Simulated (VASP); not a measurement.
A run of VASP 6.6.1:

File POSCAR:

```
MnPtO6
1.0
    4.6856717400      0.0000000000      0.0000000000
   -2.3428358700      4.0579152600      0.0000000000
   -2.3428358700      1.3526387500      4.3340087600
Mn O Pt
1 6 1
Direct
    0.5000000000      0.5000000000      0.5000000000
    0.2420000000      0.1180000000      0.7510000000
    0.8820000000      0.3730000000      0.7510000000
    0.6270000000      0.7580000000      0.7510000000
    0.7580000000      0.8820000000      0.2490000000
    0.1180000000      0.6270000000      0.2490000000
    0.3730000000      0.2420000000      0.2490000000
    0.0000000000      0.0000000000      0.0000000000
```

Contents of INCAR.step1:

```
  PREC = Accurate
  ENCUT = 520
  ISMEAR = -1
  SIGMA = 0.1
  LREAL = False
  LASPH = True
  NELM = 150
  ISPIN = 2
  MAGMOM = 3.12 -0.15 -0.15 -0.15 -0.15 -0.15 -0.15 -0.16
  LMAXMIX = 4
  LDAU = True
  LDAUTYPE = 2
  LDAUL = 2 -1 -1
  LDAUU = 5.1 0 0
  LDAUJ = 0 0 0
  NBANDS = 44
  GGA = PE
  ALGO = Normal
  EDIFF = 1E-4
  LWAVE = True
  LCHARG = False
```

File INCAR.step2:

```
  PREC = Accurate
  ENCUT = 520
  EDIFF = 1E-6
  ISMEAR = -1
  SIGMA = 0.1
  LREAL = False
  LASPH = True
  NELM = 150
  ALGO = Normal
  ISIF = 2
  LWAVE = False
  LCHARG = False
  ISPIN = 2
  MAGMOM = 3.12 -0.15 -0.15 -0.15 -0.15 -0.15 -0.15 -0.16
  LORBIT = 11
  LMAXMIX = 4
  LDAU = True
  LDAUTYPE = 2
  LDAUL = 2 -1 -1
  LDAUU = 5.1 0 0
  LDAUJ = 0 0 0
  LDAUPRINT = 1
  METAGGA = R2SCAN
  LMIXTAU = True
  NBANDS = 44
  ISTART = 1
```

KPOINTS

```
regular mesh
0
Gamma
  5 5 5
```

Potentials or basis: VASP PAW PBE potentials, release 64 (Mn_pv, O, Pt).

Command:

```bash
$ cat potpaw_PBE.64/Mn_pv/POTCAR potpaw_PBE.64/O/POTCAR potpaw_PBE.64/Pt/POTCAR > POTCAR
$ cp INCAR.step1 INCAR
$ mpirun -np 1 vasp_std > vasp.out
$ cp INCAR.step2 INCAR
$ mpirun -np 1 vasp_std > vasp.out
```

Hardware: 1 thread of Intel(R) Xeon(R) Platinum 8559C (Emerald Rapids), on a shared host.

Problem. Estimate the wall time of this run.

Solution. It took 6.6 min on 1 thread of Intel(R) Xeon(R) Platinum 8559C (Emerald Rapids), on a shared host, peak memory 0.37 GiB. Counts: k points 23.
